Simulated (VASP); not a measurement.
GaSb2: relaxation of cell and atoms with PBE

GaSb2:

```
Ga Sb
1.0
     3.23258    0.00000    0.00000
    -1.61629    2.79949    0.00000
     0.00000    0.00000    7.87352
Ga Sb
1 2
Cartesian
  0.0000 0.0000 0.0000
  0.0000 1.8663 5.2134
  1.6163 0.9332 2.6601
```

```yaml
Program: VASP 6.6.1
Task: relaxation of cell and atoms
Functional: PBE
Potentials_or_basis: VASP PAW PBE potentials, release 64 (Ga_d, Sb)
Cutoff: 600 eV
k_mesh: 6 × 6 × 2
Occupations: gaussian, width 0.1 eV
Spin: no spin polarisation
Dipole_correction: no
Further_INCAR_settings: ALGO = Normal; EDIFF = 1e-06; IBRION = 2; EDIFFG = -0.04; NSW = 90; ISIF = 3
```

```
Relaxed volume                         : 25.84 Å³/atom
Relaxed cell                           : a = 3.372 Å, b = 3.372 Å, c = 7.870 Å, α = 90.00°, β = 90.00°, γ = 120.00°
Space group after relaxing (to 0.05 Å) : P-3m1 (No. 164)
Energy gained by relaxing              : 69.0 meV/atom
Ionic steps                            : 43
Pressure after relaxing                : 0.0 GPa
Largest force after relaxing           : 0.020 eV/Å
```

Forces on the atoms (eV/Å):
```
Ga   0.000  0.000  0.000
Sb   0.000  0.000  0.020
Sb   0.000  0.000 -0.020
```

Stress tensor (GPa, compression positive):
```
-0.05  0.00  0.00
 0.00 -0.05  0.00
 0.00  0.00  0.21
```

Step by step:
| step | energy change (eV) | largest force (eV/Å) | pressure (GPa) | volume (Å³) |
| --- | --- | --- | --- | --- |
| 1 | 0.0000 | 0.7321 | 5.28 | 71.25 |
| 3 | -0.1259 | 0.2608 | -0.45 | 77.84 |
| 5 | -0.1376 | 0.1282 | 0.00 | 77.01 |
| 7 | -0.1415 | 0.0972 | -0.01 | 76.82 |
| 9 | -0.1553 | 0.2790 | 0.16 | 75.76 |
| 11 | 0.5441 | 1.5778 | 10.80 | 70.40 |
| 13 | -0.0147 | 0.8262 | 4.66 | 72.28 |
| 15 | -0.1372 | 0.1536 | 2.43 | 73.07 |
| 17 | -0.1520 | 0.0414 | 1.81 | 73.35 |
| 19 | -0.1564 | 0.0733 | 1.53 | 73.67 |
| 21 | -0.1607 | 0.0276 | 1.23 | 74.16 |
| 23 | -0.1710 | 0.1395 | -0.82 | 76.86 |
| 25 | -0.1734 | 0.1302 | -0.37 | 76.26 |
| 27 | -0.1906 | 0.1736 | 0.23 | 75.81 |
| 29 | -0.1960 | 0.0619 | 0.98 | 75.49 |
| 31 | -0.1982 | 0.0422 | 1.03 | 75.56 |
| 33 | -0.2007 | 0.0109 | 0.86 | 76.24 |
| 35 | -0.2042 | 0.0460 | 0.25 | 77.05 |
| 37 | -0.2046 | 0.0595 | -0.04 | 77.41 |
| 39 | -0.2047 | 0.0601 | -0.04 | 77.39 |
| 41 | -0.2059 | 0.0588 | -0.02 | 77.42 |
| 43 | -0.2070 | 0.0202 | 0.03 | 77.52 |

Final structure:
```
CELL_PARAMETERS angstrom
3.37247 0.00000 0.00000
-1.68624 2.92065 0.00000
0.00000 0.00000 7.87031
ATOMIC_POSITIONS crystal
Ga 0.00000 0.00000 0.00000
Sb 0.33333 0.66667 0.71551
Sb 0.66667 0.33333 0.28449
```

Levels at points of the mesh, in eV from the Fermi level:
```
           k point  band 9  band 10  band 11  band 12  band 13  band 14
(0.00, 0.00, 0.00)   -1.88    -0.07     4.41     4.41     4.44     4.44
(0.50, 0.00, 0.00)   -4.76    -2.93    -2.78     0.98     1.78     2.26
(0.00, 0.00, 0.50)   -4.32     3.33     4.23     4.23     4.68     4.68
(0.50, 0.00, 0.50)   -5.12    -1.87    -1.74    -0.24     1.19     1.28
```

It took 3.9 min on 1 thread of Intel(R) Xeon(R) 6975P-C (Granite Rapids) (shared host), peak memory 0.23 GiB.

Caveat: the k points lie up to 0.40 Å⁻¹ apart in the final cell; spin-orbit coupling is left out, which moves the levels of the heavy elements.
